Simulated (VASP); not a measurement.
Zn2CdSe3:

```
Zn Cd Se
1.0
    -2.05000    2.05000    8.70000
     2.05000   -2.05000    8.70000
     2.05000    2.05000   -8.70000
Zn Cd Se
2 1 3
Cartesian
  0.0000 0.0000 11.6006
  0.0000 0.0000 5.7994
  0.0000 0.0000 0.0000
  0.0000 2.0500 4.3500
  2.0500 0.0000 1.4499
  2.0500 0.0000 7.2501
```

- Program: VASP 6.6.1
- Task: relaxation of cell and atoms
- Functional: PBE
- Potentials or basis: VASP PAW PBE potentials, release 64 (Zn, Cd, Se)
- Cutoff: 600 eV
- k mesh: 4 × 4 × 4
- Occupations: gaussian, width 0.15 eV
- Spin: no spin polarisation

At the start: pressure 3.9 GPa; volume 24.37 Å³/atom.

Where does the relaxation end?

Over 7 steps the energy falls by 59.4 meV/atom and the volume is 25.76 Å³/atom (+5.7 %); space group I-4m2 (No. 119, to 0.1 Å) before and after.

Step by step:
```csv
step,energy change (eV),largest force (eV/Å),pressure (GPa),volume (Å³)
1,0.0000,1.5866,3.86,146.25
2,-0.2473,0.5880,-1.31,159.03
3,-0.2476,0.6203,-1.17,158.50
4,-0.3069,0.3466,-0.56,156.03
5,-0.3367,0.3720,0.41,152.76
6,-0.3522,0.2027,0.03,153.70
7,-0.3564,0.0739,-0.27,154.53
```

Final structure:
```
CELL_PARAMETERS angstrom
-2.08909 2.08909 8.85202
2.08909 -2.08909 8.85202
2.08909 2.08909 -8.85202
ATOMIC_POSITIONS crystal
Zn 0.67135 0.67135 0.00000
Zn 0.32865 0.32865 0.00000
Cd 0.00000 0.00000 0.00000
Se 0.75000 0.25000 0.50000
Se 0.09419 0.59419 0.50000
Se 0.40581 0.90581 0.50000
```

Caveat: the relaxation stopped at a loose force limit of 0.08 eV/Å, so its end isn't a converged minimum.
